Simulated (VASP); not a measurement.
Here is a VASP 6.6.1 calculation.

The input INCAR:

```
PREC     = Accurate       # precision mode
ENCUT    = 520            # plane-wave cutoff, eV
EDIFF    = 1E-6           # SCF threshold, eV
ISMEAR   = -1             # smearing method
SIGMA    = 0.05           # smearing width, eV
LREAL    = False          # projectors in reciprocal space
LASPH    = True           # aspherical terms in the spheres
NELM     = 80             # most SCF steps
ALGO     = Normal         # electronic algorithm
ISIF     = 2              # what is computed and relaxed
LWAVE    = False          # write WAVECAR
LCHARG   = False          # write CHGCAR
GGA      = PE             # functional
NBANDS   = 12             # bands
```

File KPOINTS:

```
regular mesh
0
Gamma
  16 16 16
```

The input POSCAR:

```
Ta
1.0
   -1.6604105026      1.6604105026      1.6604105026
    1.6604105026     -1.6604105026      1.6604105026
    1.6604105026      1.6604105026     -1.6604105026
Ta
1
Direct
    0.0000000000      0.0000000000      0.0000000000
```

Potentials or basis: VASP PAW PBE potentials, release 64 (Ta_pv).

Command:

```console
$ cat potpaw_PBE.64/Ta_pv/POTCAR > POTCAR
$ mpirun -np 1 vasp_std > vasp.out
```

Problem. What does it give for the pressure?

Solution. 0.1 GPa.
